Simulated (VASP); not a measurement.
Wanted: the native input for a VASP 6.6.1 run.

```yaml
Task: single point
Functional: LDA
Potentials_or_basis: VASP PAW LDA potentials, release 64 (B, As_d)
Cutoff: 600 eV
k_mesh: 10 × 10 × 10
Occupations: gaussian, width 0.05 eV
Spin: no spin polarisation
Dipole_correction: no
Second_run: valence_matched
Further_INCAR_settings: ALGO = Normal; EDIFF = 1e-06; NBANDS = 16
```

The structure of BAs lies in POSCAR:

```
BAs
1.0
    0.0000000000      2.3885000000      2.1974200000
    2.3885000000      0.0000000000      2.1974200000
    2.3885000000      2.3885000000      0.0000000000
B As
1 1
Direct
    0.0000000000      0.0000000000      0.0000000000
    0.7500000000      0.7500000000      0.7500000000
```

This cell differs from its parent crystal: strain +0.000 along x and y, -0.080 along z.

The input as run:

INCAR

```
SYSTEM = BAs
ALGO = Normal ; EDIFF = 1E-6
ENCUT = 600 ; GGA_COMPAT = .False.
ISIF = 2 ; ISMEAR = 0
LASPH = .True. ; LCHARG = .False.
LREAL = .False. ; LWAVE = .False.
NBANDS = 16 ; NELM = 120
PREC = Accurate ; SIGMA = 0.05
```

KPOINTS

```
k-points
0
Gamma
  10 10 10
  0 0 0
```

Potentials or basis: VASP PAW LDA potentials, release 64 (B, As_d).

Launch:

```console
$ cat potpaw_LDA.64/B/POTCAR potpaw_LDA.64/As_d/POTCAR > POTCAR
$ mpirun -np 1 vasp_std > vasp.out
```

Results of the run:

The pressure is 9.9 GPa. The band gap on the k mesh is zero (band 9 reaches 6.18 eV, above the bottom of band 10 at 5.97 eV).

Caveat: the cell differs from its parent crystal (strain +0.000 along x and y, -0.080 along z).

Run time: 66 s on 1 thread of AMD EPYC 7R13 Processor (Zen 3) (shared host), peak memory 0.14 GiB.
